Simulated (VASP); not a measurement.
A run of VASP 6.6.1 is set up as follows.

The input POSCAR:

```
TaN
1.0
    2.9379988584      0.0000000000      0.0000000000
   -1.4689994292      2.3917187488      0.0000000000
    0.0000000000      0.0000000000      2.8830000000
Ta N
1 1
Direct
    0.3333333333      0.6666666667      0.5000000000
    0.0000000000      0.0000000000      0.0000000000
```

File INCAR.step1:

```
PREC = Accurate ; ENCUT = 520
ISMEAR = 0 ; SIGMA = 0.15
LREAL = F ; LASPH = T
NELM = 100 ; NBANDS = 15
GGA = PE ; ALGO = Normal
EDIFF = 1E-4 ; LWAVE = T
LCHARG = F
```

The input INCAR.step2:

```
PREC = Accurate ; ENCUT = 520
EDIFF = 1E-7 ; ISMEAR = 0
SIGMA = 0.15 ; LREAL = F
LASPH = T ; NELM = 100
ALGO = Normal ; ISIF = 2
LWAVE = F ; LCHARG = F
METAGGA = R2SCAN ; LMIXTAU = T
NBANDS = 15 ; ISTART = 1
```

The input KPOINTS:

```
Automatic mesh
0
Gamma
  18 18 16
```

Potentials or basis: VASP PAW PBE potentials, release 64 (Ta_pv, N).

Command:

```bash
$ cat potpaw_PBE.64/Ta_pv/POTCAR potpaw_PBE.64/N/POTCAR > POTCAR
$ cp INCAR.step1 INCAR
$ mpirun -np 1 vasp_std > vasp.out
$ cp INCAR.step2 INCAR
$ mpirun -np 1 vasp_std > vasp.out
```

Task: Estimate the largest force.

Result: 0.240 eV/Å.

Task: What does it give for the band gap on the k mesh?

Result: Zero (band 8 reaches 8.92 eV, above the bottom of band 9 at 8.55 eV).

Task: What does it give for the pressure?

Result: 27.2 GPa.

Stress tensor (GPa, compression positive):
```
16.47  0.00  0.00
 0.00 51.31  0.00
 0.00  0.00 13.88
```

Caveat: the cell differs from its parent crystal (strain -0.0600 x Voigt [0, 1, 0, 0, 0, 0]); the PAW data sets were made with another functional, which shifts forces and pressure a little; spin-orbit coupling is left out, which moves the levels of the heavy elements.
